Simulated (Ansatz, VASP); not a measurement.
Os in VASP and in Ansatz

```
CELL_PARAMETERS angstrom
2.94006 0.00000 0.00000
-1.47003 2.54617 0.00000
0.00000 0.00000 7.15382
ATOMIC_POSITIONS crystal
Os 0.00000 0.00000 0.37451
Os 0.00000 0.00000 0.62549
```

Alike in both runs: task relaxation of cell and atoms; functional PBE; k mesh 6 × 6 × 4; occupations gaussian, width 0.1 eV; no spin polarisation.

```csv
,VASP,Ansatz
version,VASP 6.6.1,Ansatz 0.2.0
potentials or method,"VASP PAW PBE potentials, release 64 (Os_sv_GW), cutoff 560 eV","scalar-relativistic, plane waves, PAW"
valence electrons in the cell,32,32
```

```csv
,VASP,Ansatz,Ansatz less VASP
"gap on the k mesh at the Fermi level, each at its own relaxed structure (eV)",none,none,-
relaxed volume (Å³/atom),17.39,17.46,+0.070
relaxed length of the cell vector where the two differ most in proportion (Å),5.615,5.637,+0.0227
```

A gap of «none» marks a metal or a gap that the smearing closes.

The k mesh is coarse, so the values compare programs but aren't converged. Neither program's run includes spin-orbit coupling. Noted on VASP's run: the volume moved by over 15 % at a fixed basis, so the end points are rough.
